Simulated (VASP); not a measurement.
KTaO3: single point with r2SCAN

The system is KTaO3.

```
CELL_PARAMETERS angstrom
4.33728 0.00000 0.00000
0.00000 3.98830 0.00000
0.00000 0.00000 3.98830
ATOMIC_POSITIONS crystal
K 0.50000 0.50000 0.50000
Ta 0.00000 0.00000 0.00000
O 0.50000 0.00000 0.00000
O 0.00000 0.50000 0.00000
O 0.00000 0.00000 0.50000
```

This cell differs from its parent crystal: strain +0.0875 x Voigt [1, 0, 0, 0, 0, 0].

| Item | Value |
| --- | --- |
| Program | VASP 6.6.1 |
| Task | single point |
| Functional | r2SCAN |
| Potentials or basis | VASP PAW PBE potentials, release 64 (K_sv, Ta_pv, O) |
| Cutoff | 520 eV |
| k mesh | 6 × 6 × 6 |
| Occupations | gaussian, width 0.05 eV |
| Spin | no spin polarisation |
| Dipole correction | no |
| Further INCAR settings | ALGO = Normal; EDIFF = 1e-06; NBANDS = 27 |

- Pressure: -11.6 GPa
- Band gap on the k mesh: 2.25 eV (least direct gap 2.73 eV)

Stress tensor (GPa, compression positive):
```
-25.10   0.00   0.00
  0.00  -4.84   0.00
  0.00   0.00  -4.84
```

Levels at points of the mesh, in eV from the valence-band top:
```csv
k point,band 15,band 16,band 17,band 18,band 19,band 20,band 21,band 22,band 23,band 24
"(0.00, 0.00, 0.00)",-1.10,-1.10,-0.74,-0.49,-0.49,2.25,2.25,2.35,5.08,6.66
"(0.50, 0.00, 0.00)",-1.63,-1.60,-1.60,-1.11,-1.11,2.42,4.16,4.16,6.67,8.16
"(0.00, 0.50, 0.00)",-2.29,-2.14,-1.20,-0.94,-0.68,2.39,5.10,5.11,5.39,8.12
"(0.50, 0.50, 0.00)",-2.04,-1.86,-1.79,-1.76,-0.10,4.20,5.12,5.83,7.53,9.85
"(0.00, 0.50, 0.50)",-3.13,-1.70,-0.88,-0.88,-0.23,5.14,5.14,5.80,6.47,10.44
"(0.50, 0.50, 0.50)",-3.63,-3.63,-0.21,0.00,0.00,5.93,5.93,6.54,9.12,9.12
```

Run time: 3.3 min on 1 thread of Intel Xeon 8259CL, with other jobs on the host, peak memory 0.22 GiB.

Caveat: the cell differs from its parent crystal (strain +0.0875 x Voigt [1, 0, 0, 0, 0, 0]); the stress differs along the axes, from -25 to -5 GPa; the PAW data sets were made with another functional, which shifts forces and pressure a little; spin-orbit coupling is left out, which moves the levels of the heavy elements. A k mesh can miss the band edges.
